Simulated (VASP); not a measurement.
# Si (a cell with a defect) in VASP: relaxation of the atoms with PBE

Aim: the relaxation of the atoms of Si (a cell with a defect) with PBE.

All numbers are computed with VASP 6.6.1; they aren't measurements. Logs are shortened: lines on timing, memory, paths and dates and some standing lists are left out, and cuts for length are marked.

## Step 1: The cell of the first run

The cell holds a defect, 31 atoms: a = 9.474 Å, b = 9.474 Å, c = 9.474 Å, α = 109.47°, β = 109.47°, γ = 109.47°.

## Step 2: Relaxation of the atoms, PBE (atoms taken out)

Input file INCAR:

```
PREC = Accurate
ENCUT = 450
EDIFF = 1E-7
ISMEAR = 0
SIGMA = 0.02
LREAL = Auto
LASPH = T
NELM = 120
ALGO = Normal
ISIF = 2
LWAVE = F
LCHARG = F
GGA = PE
IBRION = 2
NSW = 80
EDIFFG = -0.02
NELECT = 122.0
GGA_COMPAT = F
NELMIN = 4
```

Input file KPOINTS:

```
Automatic mesh
0
Gamma
  2 2 2
  0.5 0.5 0.5
```

Input file POSCAR:

```
Si
1.0
    5.4700937548      5.4700937548      5.4700937548
    5.4700937548     -5.4700937548     -5.4700937548
   -5.4700937548      5.4700937548     -5.4700937548
Si
31
Direct
    0.5000000000      0.7500000000      0.2500000000
    0.0000000000      0.7500000000      0.0000000000
    0.7500000000      0.5000000000      0.5000000000
    0.2500000000      0.7500000000      0.7500000000
    0.0000000000      0.5000000000      0.2500000000
    0.5000000000      0.7500000000      0.5000000000
    0.2500000000      0.5000000000      0.0000000000
    0.7500000000      0.2500000000      0.7500000000
    0.0000000000      0.2500000000      0.5000000000
    0.5000000000      0.5000000000      0.7500000000
    0.7500000000      0.0000000000      0.0000000000
    0.2500000000      0.2500000000      0.2500000000
    0.5000000000      0.2500000000      0.0000000000
    0.0000000000      0.0000000000      0.7500000000
    0.2500000000      0.0000000000      0.5000000000
    0.5000000000      0.0000000000      0.2500000000
    0.7500000000      0.7500000000      0.0000000000
    0.5000000000      0.5000000000      0.5000000000
    0.0000000000      0.7500000000      0.7500000000
    0.7500000000      0.5000000000      0.2500000000
    0.2500000000      0.7500000000      0.5000000000
    0.0000000000      0.5000000000      0.0000000000
    0.5000000000      0.2500000000      0.7500000000
    0.7500000000      0.2500000000      0.5000000000
    0.2500000000      0.5000000000      0.7500000000
    0.5000000000      0.0000000000      0.0000000000
    0.0000000000      0.2500000000      0.2500000000
    0.2500000000      0.2500000000      0.0000000000
    0.7500000000      0.0000000000      0.7500000000
    0.0000000000      0.0000000000      0.5000000000
    0.2500000000      0.0000000000      0.2500000000
```

Potentials or basis: VASP PAW PBE potentials, release 64 (Si).

On the command line:

```bash
$ cat potpaw_PBE.64/Si/POTCAR > POTCAR
$ mpirun -np 1 vasp_std > vasp.out
```

OUTCAR:

```text
PREC = Accurate
   ENCUT = 450
   EDIFF = 1E-7
   ISMEAR = 0
   LREAL = Auto
   LASPH = T
   NELM = 120
   ISIF = 2
   GGA = PE
   IBRION = 2
   NSW = 80
   EDIFFG = -0.02
   NELECT = 122.0
   NELMIN = 4

 ion  position               nearest neighbor table
   1  0.500  0.750  0.250-   6 2.37   7 2.37  16 2.37
   2  0.000  0.750  0.000-  17 2.37  19 2.37  22 2.37  31 2.37
   3  0.750  0.500  0.500-  18 2.37  19 2.37  20 2.37  24 2.37
   4  0.250  0.750  0.750-  19 2.37  21 2.37  25 2.37  26 2.37
   5  0.000  0.500  0.250-  20 2.37  21 2.37  22 2.37  27 2.37
   6  0.500  0.750  0.500-   1 2.37  18 2.37  21 2.37  29 2.37
   7  0.250  0.500  0.000-   1 2.37  22 2.37  25 2.37  28 2.37
   8  0.750  0.250  0.750-  22 2.37  23 2.37  24 2.37  29 2.37
   9  0.000  0.250  0.500-  24 2.37  25 2.37  27 2.37  30 2.37
  10  0.500  0.500  0.750-  17 2.37  18 2.37  23 2.37  25 2.37
  11  0.750  0.000  0.000-  17 2.37  26 2.37  27 2.37  29 2.37
  12  0.250  0.250  0.250-  18 2.37  27 2.37  28 2.37  31 2.37
  13  0.500  0.250  0.000-  20 2.37  23 2.37  26 2.37  28 2.37
  14  0.000  0.000  0.750-  19 2.37  28 2.37  29 2.37  30 2.37
  15  0.250  0.000  0.500-  21 2.37  23 2.37  30 2.37  31 2.37
  16  0.500  0.000  0.250-   1 2.37  24 2.37  26 2.37  31 2.37
  17  0.750  0.750  0.000-   2 2.37  10 2.37  11 2.37
  18  0.500  0.500  0.500-   3 2.37   6 2.37  10 2.37  12 2.37
  19  0.000  0.750  0.750-   2 2.37   3 2.37   4 2.37  14 2.37
  20  0.750  0.500  0.250-   3 2.37   5 2.37  13 2.37
  21  0.250  0.750  0.500-   4 2.37   5 2.37   6 2.37  15 2.37
  22  0.000  0.500  0.000-   2 2.37   5 2.37   7 2.37   8 2.37
  23  0.500  0.250  0.750-   8 2.37  10 2.37  13 2.37  15 2.37
  24  0.750  0.250  0.500-   3 2.37   8 2.37   9 2.37  16 2.37
  25  0.250  0.500  0.750-   4 2.37   7 2.37   9 2.37  10 2.37
  26  0.500  0.000  0.000-   4 2.37  11 2.37  13 2.37  16 2.37
  27  0.000  0.250  0.250-   5 2.37   9 2.37  11 2.37  12 2.37
  28  0.250  0.250  0.000-   7 2.37  12 2.37  13 2.37  14 2.37
  29  0.750  0.000  0.750-   6 2.37   8 2.37  11 2.37  14 2.37
  30  0.000  0.000  0.500-   9 2.37  14 2.37  15 2.37
  31  0.250  0.000  0.250-   2 2.37  12 2.37  15 2.37  16 2.37

  LATTYP: Found a body centered cubic cell.
 ALAT       =    10.9401875096

  Lattice vectors:

 A1 = (   5.4700937548,   5.4700937548,   5.4700937548)
 A2 = (   5.4700937548,  -5.4700937548,  -5.4700937548)
 A3 = (  -5.4700937548,   5.4700937548,  -5.4700937548)

Analysis of symmetry for initial positions (statically):
=====================================================================
 Subroutine PRICEL returns:
 Original cell was already a primitive cell.

 Routine SETGRP: Setting up the symmetry group for a
 body centered cubic supercell.

 Subroutine GETGRP returns: Found 24 space group operations
 (whereof  2 operations were pure point group operations)
 out of a pool of 48 trial point group operations.

The static configuration has the point symmetry C_1h.
 The point group associated with its full space group is T_d .

Analysis of symmetry for dynamics (positions and initial velocities):
=====================================================================
 Subroutine PRICEL returns:
 Original cell was already a primitive cell.

 Routine SETGRP: Setting up the symmetry group for a
 body centered cubic supercell.

 Subroutine GETGRP returns: Found 24 space group operations
 (whereof  2 operations were pure point group operations)
 out of a pool of 48 trial point group operations.

The dynamic configuration has the point symmetry C_1h.
 The point group associated with its full space group is T_d .

 Subroutine INISYM returns: Found 24 space group operations
 (whereof  2 operations are pure point group operations),
 and found     1 'primitive' translations

----------------------------------------------------------------------------------------

                                     Primitive cell

  volume of cell :     654.7030

  direct lattice vectors                    reciprocal lattice vectors
     5.470093755  5.470093755  5.470093755     0.091406112  0.091406112  0.000000000
     5.470093755 -5.470093755 -5.470093755     0.091406112  0.000000000 -0.091406112
    -5.470093755  5.470093755 -5.470093755     0.000000000  0.091406112 -0.091406112

  length of vectors
     9.474480305  9.474480305  9.474480305     0.129267763  0.129267763  0.129267763

  position of ions in fractional coordinates (direct lattice)
[... 93 lines left out ...]
            Coordinates               Weight
  0.250000  0.250000  0.250000      2.000000
 -0.250000  0.250000  0.250000      6.000000
   k-points           NKPTS =      2   k-points in BZ     NKDIM =      2   number of bands    NBANDS=     77
   number of dos      NEDOS =    301   number of ions     NIONS =     31
   total plane-waves  NPLWV = 343000
   dimension x,y,z NGX =    70 NGY =   70 NGZ =   70
   dimension x,y,z NGXF=   140 NGYF=  140 NGZF=  140
   ions per type =              31
   NGX,Y,Z   is equivalent  to a cutoff of  12.28, 12.28, 12.28 a.u.
   NGXF,Y,Z  is equivalent  to a cutoff of  24.57, 24.57, 24.57 a.u.
 SYSTEM =  unknown system
   PREC   = accura    normal or accurate (medium, high low for compatibility)
   ISTART =      0    job   : 0-new  1-cont  2-samecut
   ICHARG =      2    charge: 1-file 2-atom 10-const
   ISPIN  =      1    spin polarized calculation?
   LNONCOLLINEAR =      F non collinear calculations
   LSORBIT =      F    spin-orbit coupling
   LASPH  =      T    aspherical Exc in radial PAW
   ENCUT  =  450.0 eV  33.07 Ry    5.75 a.u.  16.39 16.39 16.39*2*pi/ulx,y,z
   NELM   =    120;   NELMIN=  4; NELMDL= -5     # of ELM steps
   EDIFF  = 0.1E-06   stopping-criterion for ELM
   LREAL  =      T    real-space projection
   EDIFFG = -.2E-01   stopping-criterion for IOM
   NSW    =     80    number of steps for IOM
   IBRION =      2    ionic relax: 0-MD 1-quasi-New 2-CG
   NFREE  =      1    steps in history (QN), initial steepest desc. (CG)
   ISIF   =      2    stress and relaxation
   ISYM   =      2    0-nonsym 1-usesym 2-fastsym
   POTIM  = 0.5000    time-step for ionic-motion
   TEBEG  =    0.0;   TEEND  =   0.0 temperature during run
   PSTRESS=    0.0 pullay stress
   NELECT =     122.0000    total number of electrons
   NUPDOWN=      -1.0000    fix difference up-down
   EMIN   =  10.00;   EMAX   =-10.00  energy-range for DOS
   EFERMI =   0.00;   METHOD = LEGACY
   ISMEAR =     0;   SIGMA  =   0.02  broadening in eV -4-tet -1-fermi 0-gaus
   EFERMI_NEDOS =   21; number of points for ismear=-14 and -15
   IALGO  =     38    algorithm
   IMIX   =      4    mixing-type and parameters
     AMIX     =   0.40;   BMIX     =  1.00
     AMIX_MAG =   1.60;   BMIX_MAG =  1.00
  volume/ion in A,a.u.               =      21.12       142.52
  Fermi-wavevector in a.u.,A,eV,Ry     =   0.935075  1.767036 11.896474  0.874366
  Thomas-Fermi vector in A             =   2.061946
   LORBIT       =      0    0 simple, 1 ext, 2 COOP (PROOUT), +10 PAW based schemes
   GGA     = PE    functional components
   LHFCALC =     F    Hartree Fock is set to
   AEXX    =    0.0000 exact exchange contribution
   IVDW    =     0    specifies the selected vdW correction
   LEPSILON=     F    determine dielectric tensor
   LRPA    =     F    only Hartree local field effects (RPA)
 conjugate gradient relaxation of ions
 non-spin polarized calculation
 Gauss-broadening in eV      SIGMA  =   0.02
  energy-cutoff  :      450.00
  volume of cell :      654.70
 maximum number of plane-waves:     14240
 NGX is ok and might be reduce to    70
   NGX = 33   NGY = 33   NGZ = 33

--------------------------------------- Ionic step        1  -------------------------------------------

 number of electron     122.0000009 magnetization

 Free energy of the ion-electron system (eV)
  ---------------------------------------------------
  ext. energy  EPLUGINS =         0.00000000
  ---------------------------------------------------
  free energy    TOTEN  =      -174.82728969 eV

  energy without entropy =     -174.82728969  energy(sigma->0) =     -174.82728969

------------------------ aborting loop because EDIFF is reached ----------------------------------------

  FORCE on cell =-STRESS in cart. coord.  units (eV):
  Direction    XX          YY          ZZ          XY          YZ          ZX
  --------------------------------------------------------------------------------------
  -------------------------------------------------------------------------------------
  Total      -22.1208866    -22.1208866    -22.1208866      0.0000000     -0.0000000      0.0000000
  in kB      -54.1338368    -54.1338368    -54.1338368      0.0000000     -0.0000000      0.0000000
  external PRESSURE =     -54.1338368 kB  Pullay stress =       0.0000000 kB
[... 176 lines left out ...]
  FREE ENERGIE OF THE ION-ELECTRON SYSTEM (eV)
  ---------------------------------------------------
  free  energy   TOTEN  =      -174.9277088624 eV

  energy  without entropy=     -174.9277088624  energy(sigma->0) =     -174.92770886

[... ionic steps 4 to 9 ...]

--------------------------------------- Ionic step       10  -------------------------------------------

 number of electron     122.0000002 magnetization

------------------------ aborting loop because EDIFF is reached ----------------------------------------
[... 125 lines left out ...]
--------------------------------------- Ionic step       12  -------------------------------------------

 number of electron     122.0000003 magnetization

 Free energy of the ion-electron system (eV)
  ---------------------------------------------------
  ext. energy  EPLUGINS =         0.00000000
  ---------------------------------------------------
  free energy    TOTEN  =      -174.98365706 eV

  energy without entropy =     -174.98365706  energy(sigma->0) =     -174.98365706

 E-fermi :   4.6865     XC(G=0):  -9.1353

 val. band max:        4.5505699453   @ k =   0.2500   0.2500   0.2500
 cond. band min:       5.2935249328   @ k =  -0.2500   0.2500   0.2500
 fundamental gap:      0.7429549876
 Fermi energy:         4.6864663937

 k-point     1 :       0.2500    0.2500    0.2500
  band No.  band energies     occupation
      1      -5.7128      2.00000
      2      -5.7128      2.00000
      3      -5.7128      2.00000
      4      -5.4405      2.00000
      5      -3.8473      2.00000
      6      -3.8473      2.00000
[... 65 lines left out ...]
     72       7.1232      0.00000
     73       7.1232      0.00000

 k-point     2 :      -0.2500    0.2500    0.2500
  band No.  band energies     occupation
      1      -6.1646      2.00000
      2      -5.2144      2.00000
      3      -5.2144      2.00000
      4      -5.1717      2.00000
      5      -4.9408      2.00000
      6      -4.4106      2.00000
[... 65 lines left out ...]
     72       7.6266      0.00000
     73       7.6266      0.00000
 [bands above 73 left out]

------------------------ aborting loop because EDIFF is reached ----------------------------------------

  FORCE on cell =-STRESS in cart. coord.  units (eV):
  Direction    XX          YY          ZZ          XY          YZ          ZX
  --------------------------------------------------------------------------------------
  -------------------------------------------------------------------------------------
  Total      -19.7822571    -19.7822571    -19.7822571     -0.0000000     -0.0000000     -0.0000000
  in kB      -48.4107847    -48.4107847    -48.4107847     -0.0000000     -0.0000000     -0.0000000
  external PRESSURE =     -48.4107847 kB  Pullay stress =       0.0000000 kB
[... 46 lines left out ...]
  FREE ENERGIE OF THE ION-ELECTRON SYSTEM (eV)
  ---------------------------------------------------
  free  energy   TOTEN  =      -174.9836570646 eV

  energy  without entropy=     -174.9836570646  energy(sigma->0) =     -174.98365706

 reached required accuracy - stopping structural energy minimisation
```

It took 17 min on 1 thread of Intel Xeon Platinum 8488C (Sapphire Rapids), shared host; peak memory 0.73 GiB.

What came out:

* Free energy: -174.9837 eV
* Energy gained by relaxing: 5.0 meV/atom
* Ionic steps: 12
* Largest force after relaxing: 0.015 eV/Å

Forces on the atoms (eV/Å):
```
Si   0.002  0.002  0.002
Si  -0.001 -0.015 -0.001
Si   0.001 -0.001  0.015
Si   0.000  0.000  0.000
Si  -0.015 -0.001 -0.001
Si   0.001 -0.015  0.001
Si   0.001  0.001 -0.015
Si   0.000  0.000  0.000
Si  -0.001  0.015  0.001
Si   0.015  0.001 -0.001
Si  -0.001  0.001  0.015
Si   0.000  0.000  0.000
Si   0.001  0.015 -0.001
Si   0.015 -0.001  0.001
Si  -0.001 -0.001 -0.015
Si  -0.015  0.001  0.001
Si  -0.002  0.002 -0.002
Si  -0.009 -0.001  0.001
Si   0.001  0.009  0.001
Si   0.002 -0.002 -0.002
Si  -0.001  0.009 -0.001
Si  -0.001 -0.001  0.009
Si   0.001  0.001  0.009
Si  -0.001  0.001 -0.009
Si   0.001 -0.009 -0.001
Si  -0.001 -0.009  0.001
Si   0.009  0.001  0.001
Si  -0.009  0.001 -0.001
Si   0.001 -0.001 -0.009
Si  -0.002 -0.002  0.002
Si   0.009 -0.001 -0.001
```

The path:
```tsv
step	energy change (eV)	largest force (eV/Å)	pressure (GPa)
1	0.0000	0.4724	-5.41
2	-0.1004	0.2015	-5.33
3	-0.1004	0.2006	-5.33
4	-0.1160	0.1600	-5.28
5	-0.1381	0.0851	-5.14
6	-0.1388	0.0988	-5.11
7	-0.1497	0.0443	-5.06
8	-0.1511	0.0503	-5.03
9	-0.1530	0.0428	-5.00
10	-0.1543	0.0450	-4.93
11	-0.1555	0.0296	-4.90
12	-0.1564	0.0154	-4.84
```

Final structure:
```cif
data_structure
_symmetry_space_group_name_H-M 'P 1'
_symmetry_Int_Tables_number 1
_cell_length_a 9.4745
_cell_length_b 9.4745
_cell_length_c 9.4745
_cell_angle_alpha 109.471
_cell_angle_beta 109.471
_cell_angle_gamma 109.471
_cell_volume 654.70
loop_
_atom_site_label
_atom_site_type_symbol
_atom_site_fract_x
_atom_site_fract_y
_atom_site_fract_z
_atom_site_occupancy
Si1 Si 0.48782 0.75000 0.25000 1
Si2 Si 0.00347 0.75000 0.00390 1
Si3 Si 0.75000 0.50390 0.50347 1
Si4 Si 0.25000 0.75000 0.75000 1
Si5 Si 0.00347 0.50390 0.25000 1
Si6 Si 0.50390 0.75000 0.50347 1
Si7 Si 0.25042 0.49653 0.99653 1
Si8 Si 0.75000 0.25000 0.75000 1
Si9 Si 0.99610 0.24958 0.49610 1
Si10 Si 0.49653 0.49653 0.75042 1
Si11 Si 0.75000 0.00347 0.00390 1
Si12 Si 0.25000 0.25000 0.25000 1
Si13 Si 0.49653 0.25042 0.99653 1
Si14 Si 0.99610 0.99610 0.74958 1
Si15 Si 0.24958 0.99610 0.49610 1
Si16 Si 0.50390 0.00347 0.25000 1
Si17 Si 0.75000 0.75000 0.98782 1
Si18 Si 0.49979 0.49979 0.50071 1
Si19 Si 0.00021 0.75000 0.75092 1
Si20 Si 0.75000 0.48782 0.25000 1
Si21 Si 0.25092 0.75000 0.50021 1
Si22 Si 0.00071 0.49979 0.99979 1
Si23 Si 0.49929 0.24908 0.74908 1
Si24 Si 0.75000 0.25092 0.50021 1
Si25 Si 0.24908 0.49929 0.74908 1
Si26 Si 0.49979 0.00071 0.99979 1
Si27 Si 0.00021 0.25092 0.25000 1
Si28 Si 0.24908 0.24908 0.99929 1
Si29 Si 0.75000 0.00021 0.75092 1
Si30 Si 0.01218 0.01218 0.51218 1
Si31 Si 0.25092 0.00021 0.25000 1
```

Levels at points of the mesh, in eV from the Fermi level:
| k point | band 59 | band 60 | band 61 | band 62 | band 63 | band 64 |
| --- | --- | --- | --- | --- | --- | --- |
| (0.25, 0.25, 0.25) | -0.14 | -0.14 | -0.14 | 1.13 | 1.13 | 1.13 |

Caveat: the cell carries a net charge on a neutralising background, which shifts energy and pressure; the cell differs from its parent crystal (atoms taken out); the cell is charged against a uniform background, so pressure and absolute levels hang on convention.
